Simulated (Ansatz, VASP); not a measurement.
TaH in VASP and in Ansatz

```
Ta H
1.0
     4.91945    0.00000    0.00000
     0.00000    3.41818    0.00000
     0.00000    0.00000    4.91596
Ta H
4 4
Cartesian
  3.6523 0.8545 2.4420
  1.2672 2.5636 2.4740
  3.7269 2.5636 4.9000
  1.1925 0.8545 0.0160
  3.0357 0.8545 4.2926
  1.8838 2.5636 0.6233
  4.3435 2.5636 1.8347
  0.5760 0.8545 3.0813
```

Change from the starting cell: species swapped into the HoNi type (Pnma, No. 62).

Alike in both runs: functional PBE; k mesh 3 × 4 × 4; occupations gaussian, width 0.2 eV; no spin polarisation.

Ansatz relaxed the structure, and its values are those at the end. VASP's run is a single point on that final structure, the one shown.

|  | VASP | Ansatz |
| --- | --- | --- |
| version | VASP 6.6.1 | Ansatz 0.2.0 |
| potentials or method | VASP PAW PBE potentials, release 64 (Ta_pv, H), cutoff 520 eV | scalar-relativistic, plane waves, PAW |
| valence electrons in the cell | 48 | 56 |

```tsv
	VASP	Ansatz	Ansatz less VASP
gap on the k mesh at the Fermi level (eV)	none	none	-
pressure (GPa)	-0.1	-0.3	-0.15
rms of the force components (eV/Å)	0.012	0.017	+0.0056
```

A gap of «none» marks a metal or a gap that the smearing closes. The functional is the same, so the differences come from potentials, cutoffs and numerics. VASP's potentials hold 48 valence electrons a cell and Ansatz's 56, so a difference there can come from the potentials and not from the codes.

The k mesh is coarse, so the values compare programs but aren't converged. Spin-orbit coupling is off throughout.
